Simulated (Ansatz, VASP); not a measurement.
**One calculation of Li, two programs**

```
Li
1.0
     0.00000    2.20932    2.20932
     2.20932    0.00000    2.20932
     2.20932    2.20932    0.00000
Li
1
Direct
  0.00000 0.00000 0.00000
```

Change from the starting cell: volume scaled by 1.01, crystal datasets.

Alike in both runs: task electric field gradients; functional PBEsol; k mesh 13 × 13 × 13; occupations fermi-dirac, width 0.08 eV; no spin polarisation.

|  | VASP | Ansatz |
| --- | --- | --- |
| version | VASP 6.6.1 | Ansatz 0.2.0 |
| potentials or method | VASP PAW PBE potentials, release 64 (Li_sv), cutoff 650 eV | all-electron PAW with datasets made for the crystal, scalar-relativistic |

VASP gave:

```
pressure (GPa) : -1.0
```

Q: Estimate Ansatz's values.

A: Pressure (GPa): -0.8.

VASP's potentials were made for PBE, not for PBEsol. Ansatz ran all-electron here, and VASP with PAW potentials.
